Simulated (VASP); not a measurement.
# ZnSe (F-43m) in VASP: a series of runs, part 2 of 2

VASP 6.6.1.

### Step 3. Single point, PBE (volume changed by +6%)

Contents of INCAR:

```
PREC     = Accurate       # precision mode
ENCUT    = 520            # plane-wave cutoff, eV
EDIFF    = 1E-6           # SCF threshold, eV
ISMEAR   = 0              # smearing method
SIGMA    = 0.01           # smearing width, eV
LREAL    = False          # projectors in reciprocal space
LASPH    = True           # aspherical terms in the spheres
NELM     = 100            # most SCF steps
ALGO     = Normal         # electronic algorithm
ISIF     = 2              # what is computed and relaxed
LWAVE    = False          # write WAVECAR
LCHARG   = False          # write CHGCAR
GGA      = PE             # functional
NBANDS   = 16             # bands
```

Contents of KPOINTS:

```
regular mesh
0
Gamma
  6 6 6
```

Contents of POSCAR:

```
ZnSe
1.0
    0.0000000000      2.9223526587      2.9223526587
    2.9223526587      0.0000000000      2.9223526587
    2.9223526587      2.9223526587      0.0000000000
Zn Se
1 1
Direct
    0.0000000000      0.0000000000      0.0000000000
    0.2500000000      0.2500000000      0.2500000000
```

Potentials or basis: VASP PAW PBE potentials, release 64 (Zn, Se).

Started as:

```bash
$ cat potpaw_PBE.64/Zn/POTCAR potpaw_PBE.64/Se/POTCAR > POTCAR
$ mpirun -np 1 vasp_std > vasp.out
```

OUTCAR:

```text
PREC = Accurate
   ENCUT = 520
   EDIFF = 1E-6
   ISMEAR = 0
   LREAL = False
   LASPH = True
   NELM = 100
   ISIF = 2
   GGA = PE

 ion  position               nearest neighbor table
   1  0.000  0.000  0.000-   2 2.53   2 2.53   2 2.53   2 2.53
   2  0.250  0.250  0.250-   1 2.53   1 2.53   1 2.53   1 2.53

  LATTYP: Found a face centered cubic cell.
 ALAT       =     5.8447053174

  Lattice vectors:

 A1 = (   0.0000000000,   2.9223526587,   2.9223526587)
 A2 = (   2.9223526587,   0.0000000000,   2.9223526587)
 A3 = (   2.9223526587,   2.9223526587,   0.0000000000)

Analysis of symmetry for initial positions (statically):
=====================================================================
 Subroutine PRICEL returns:
 Original cell was already a primitive cell.

 Routine SETGRP: Setting up the symmetry group for a
 face centered cubic supercell.

 Subroutine GETGRP returns: Found 24 space group operations
 (whereof 24 operations were pure point group operations)
 out of a pool of 48 trial point group operations.

The static configuration has the point symmetry T_d .

Analysis of symmetry for dynamics (positions and initial velocities):
=====================================================================
 Subroutine PRICEL returns:
 Original cell was already a primitive cell.

 Routine SETGRP: Setting up the symmetry group for a
 face centered cubic supercell.

 Subroutine GETGRP returns: Found 24 space group operations
 (whereof 24 operations were pure point group operations)
 out of a pool of 48 trial point group operations.

The dynamic configuration has the point symmetry T_d .

 Subroutine INISYM returns: Found 24 space group operations
 (whereof 24 operations are pure point group operations),
 and found     1 'primitive' translations

----------------------------------------------------------------------------------------

                                     Primitive cell
[... 99 lines left out ...]
   IALGO  =     38    algorithm
   IMIX   =      4    mixing-type and parameters
     AMIX     =   0.40;   BMIX     =  1.00
     AMIX_MAG =   1.60;   BMIX_MAG =  1.00
  volume/ion in A,a.u.               =      24.96       168.42
  Fermi-wavevector in a.u.,A,eV,Ry     =   1.165261  2.202023 18.474428  1.357832
  Thomas-Fermi vector in A             =   2.301789
   LORBIT       =      0    0 simple, 1 ext, 2 COOP (PROOUT), +10 PAW based schemes
   GGA     = PE    functional components
   LHFCALC =     F    Hartree Fock is set to
   AEXX    =    0.0000 exact exchange contribution
   IVDW    =     0    specifies the selected vdW correction
   LEPSILON=     F    determine dielectric tensor
   LRPA    =     F    only Hartree local field effects (RPA)
 non-spin polarized calculation
 Gauss-broadening in eV      SIGMA  =   0.01
  energy-cutoff  :      520.00
  volume of cell :       49.91
 maximum number of plane-waves:      1363
   NGX = 15   NGY = 15   NGZ = 15

 number of electron      18.0000001 magnetization

 Free energy of the ion-electron system (eV)
  ---------------------------------------------------
  ext. energy  EPLUGINS =         0.00000000
  ---------------------------------------------------
  free energy    TOTEN  =        -6.00422515 eV

  energy without entropy =       -6.00422515  energy(sigma->0) =       -6.00422515

 E-fermi :   0.9689     XC(G=0):  -8.9051

 val. band max:        0.8685430216   @ k =   0.0000   0.0000   0.0000
 cond. band min:       1.7985035775   @ k =   0.0000   0.0000   0.0000
 fundamental gap:      0.9299605559
 Fermi energy:         0.9688908107

 k-point     1 :       0.0000    0.0000    0.0000
  band No.  band energies     occupation
      1     -11.8418      2.00000
      2      -5.3883      2.00000
      3      -5.3883      2.00000
      4      -5.3883      2.00000
      5      -5.0969      2.00000
      6      -5.0969      2.00000
[... 281 lines left out ...]
      3      -5.2191      2.00000
      4      -5.1554      2.00000
      5      -5.0841      2.00000
      6      -4.8835      2.00000
[... 8 lines left out ...]
     15      14.1224      0.00000
     16      14.5605      0.00000

------------------------ aborting loop because EDIFF is reached ----------------------------------------

  FORCE on cell =-STRESS in cart. coord.  units (eV):
  Direction    XX          YY          ZZ          XY          YZ          ZX
  --------------------------------------------------------------------------------------
  -------------------------------------------------------------------------------------
  Total       -0.8407513     -0.8407513     -0.8407513     -0.0000000     -0.0000000     -0.0000000
  in kB      -26.9867285    -26.9867285    -26.9867285     -0.0000000     -0.0000000     -0.0000000
  external PRESSURE =     -26.9867285 kB  Pullay stress =       0.0000000 kB

 VOLUME and BASIS-vectors are now :
 -----------------------------------------------------------------------------
  energy-cutoff  :      520.00
  volume of cell :       49.91
      direct lattice vectors                 reciprocal lattice vectors
     0.000000000  2.922352659  2.922352659    -0.171095025  0.171095025  0.171095025
     2.922352659  0.000000000  2.922352659     0.171095025 -0.171095025  0.171095025
     2.922352659  2.922352659  0.000000000     0.171095025  0.171095025 -0.171095025

 POSITION                                       TOTAL-FORCE (eV/Angst)
 -----------------------------------------------------------------------------------
      0.00000      0.00000      0.00000         0.000000      0.000000      0.000000
      1.46118      1.46118      1.46118        -0.000000     -0.000000     -0.000000
 -----------------------------------------------------------------------------------
    total drift:                               -0.000000     -0.000000     -0.000001

  FREE ENERGIE OF THE ION-ELECTRON SYSTEM (eV)
  ---------------------------------------------------
  free  energy   TOTEN  =        -6.0042251475 eV

  energy  without entropy=       -6.0042251475  energy(sigma->0) =       -6.00422515
```

OSZICAR:

```text
N       E                     dE             d eps       ncg     rms          rms(c)
DAV:   1     0.863188842217E+02    0.86319E+02   -0.85817E+03   512   0.126E+03
DAV:   2    -0.760307870685E+00   -0.87079E+02   -0.80790E+02   600   0.239E+02
DAV:   3    -0.625708051713E+01   -0.54968E+01   -0.54816E+01   608   0.597E+01
DAV:   4    -0.630161064731E+01   -0.44530E-01   -0.44526E-01   624   0.591E+00
DAV:   5    -0.630183869378E+01   -0.22805E-03   -0.22804E-03   632   0.367E-01    0.405E+00
DAV:   6    -0.602126549386E+01    0.28057E+00   -0.53931E-01   728   0.219E+01    0.314E+00
DAV:   7    -0.600386301005E+01    0.17402E-01   -0.14384E-01   536   0.327E+00    0.135E+00
DAV:   8    -0.600380750054E+01    0.55510E-04   -0.41372E-03   664   0.557E-01    0.408E-01
DAV:   9    -0.600411437170E+01   -0.30687E-03   -0.98046E-04   592   0.236E-01    0.697E-02
DAV:  10    -0.600420929417E+01   -0.94922E-04   -0.12004E-04   640   0.932E-02    0.152E-02
DAV:  11    -0.600422364377E+01   -0.14350E-04   -0.26946E-05   616   0.491E-02    0.533E-03
DAV:  12    -0.600422498201E+01   -0.13382E-05   -0.29931E-06   640   0.164E-02    0.334E-03
DAV:  13    -0.600422514754E+01   -0.16553E-06   -0.76770E-07   560   0.718E-03
   1 F= -.60042251E+01 E0= -.60042251E+01  d E =-.145169E-47
```

stdout:

```text
POSCAR found type information on POSCAR ZnSe
 POSCAR found :  2 types and       2 ions
 scaLAPACK will be used
 LDA part: xc-table for (Slater+PW92), standard interpolation
 POSCAR, INCAR and KPOINTS ok, starting setup
 FFT: planning ... GRIDC
 FFT: planning ... GRID_SOFT
 FFT: planning ... GRID
 WAVECAR not read
 entering main loop
```

Wall time 7 s (1 thread of Intel Xeon 6975P-C (Granite Rapids), shared host); peak memory 0.17 GiB.

What came out:

```
Free energy            : -6.0042 eV
Pressure               : -2.7 GPa
Band gap on the k mesh : 0.93 eV, direct
```

Levels at points of the mesh, in eV from the valence-band top:
```tsv
k point	band 5	band 6	band 7	band 8	band 9	band 10	band 11	band 12	band 13	band 14
(0.00, 0.00, 0.00)	-5.97	-5.97	0.00	0.00	0.00	0.93	5.81	5.81	5.81	9.57
(0.50, 0.00, 0.00)	-5.95	-5.84	-4.67	-0.74	-0.74	2.38	6.38	6.38	8.28	10.57
(0.50, 0.50, 0.00)	-5.93	-5.82	-4.36	-1.87	-1.87	3.18	3.43	10.10	10.62	10.62
```

### Step 4. Single point, r2SCAN (volume changed by -6%)

Contents of POSCAR:

```
ZnSe
1.0
    0.0000000000      2.7745999537      2.7745999537
    2.7745999537      0.0000000000      2.7745999537
    2.7745999537      2.7745999537      0.0000000000
Zn Se
1 1
Direct
    0.0000000000      0.0000000000      0.0000000000
    0.2500000000      0.2500000000      0.2500000000
```

Contents of INCAR.step1:

```
SYSTEM = ZnSe
PREC = Accurate ; ENCUT = 520
ISMEAR = 0 ; SIGMA = 0.01
LREAL = .False. ; LASPH = .True.
NELM = 100 ; NBANDS = 16
GGA = PE ; ALGO = Normal
EDIFF = 1E-4 ; LWAVE = .True.
LCHARG = .False.
```

Contents of INCAR.step2:

```
SYSTEM = ZnSe
PREC = Accurate ; ENCUT = 520
EDIFF = 1E-7 ; ISMEAR = 0
SIGMA = 0.01 ; LREAL = .False.
LASPH = .True. ; NELM = 100
ALGO = Normal ; ISIF = 2
LWAVE = .False. ; LCHARG = .True.
METAGGA = R2SCAN ; LMIXTAU = .True.
LELF = .True. ; LVHAR = .True.
NBANDS = 16 ; ISTART = 1
```

Contents of KPOINTS:

```
Automatic mesh
0
Gamma
  6 6 6
  0 0 0
```

Started as:

```bash
$ cat potpaw_PBE.64/Zn/POTCAR potpaw_PBE.64/Se/POTCAR > POTCAR
$ cp INCAR.step1 INCAR
$ mpirun -np 1 vasp_std > vasp.out
$ cp INCAR.step2 INCAR
$ mpirun -np 1 vasp_std > vasp.out
```

Wall time 35 s (1 thread of Intel Xeon 6975P-C (Granite Rapids), shared host); peak memory 0.16 GiB.

It converged, with:

```yaml
Free_energy: -24.8661 eV
Pressure: 4.8 GPa
Band_gap_on_the_k_mesh: 2.15 eV, direct
```

Levels at points of the mesh, in eV from the valence-band top:
```tsv
k point	band 7	band 8	band 9	band 10	band 11	band 12
(0.00, 0.00, 0.00)	0.00	0.00	0.00	2.15	6.28	6.28
(0.50, 0.00, 0.00)	-5.74	-0.98	-0.98	3.17	6.84	6.84
(0.50, 0.50, 0.00)	-5.08	-2.48	-2.48	3.19	3.85	12.03
```

Caveat: the PAW data sets were made with another functional, which shifts forces and pressure a little.

### Step 5. The runs side by side

```tsv
level	cell	gap on the mesh (eV)	pressure (GPa)
PBE	a = 4.093 Å, angles 60.0°, 2 atoms	1.04	-1.3
PBE	a = 4.133 Å, angles 60.0°, 2 atoms	0.93	-2.7
r2SCAN	a = 3.924 Å, angles 60.0°, 2 atoms	2.15	4.8
```

Alike in all rows: task single point; potentials or basis VASP PAW PBE potentials, release 64 (Zn, Se); no spin polarisation; k mesh 6 × 6 × 6; cutoff (eV) 520; smearing gaussian 0.01 eV.

Caveats: the PAW data sets were made with another functional, which shifts forces and pressure a little (some runs).

Total energies depend on the potentials used, so only differences within one code and one set of settings carry meaning.
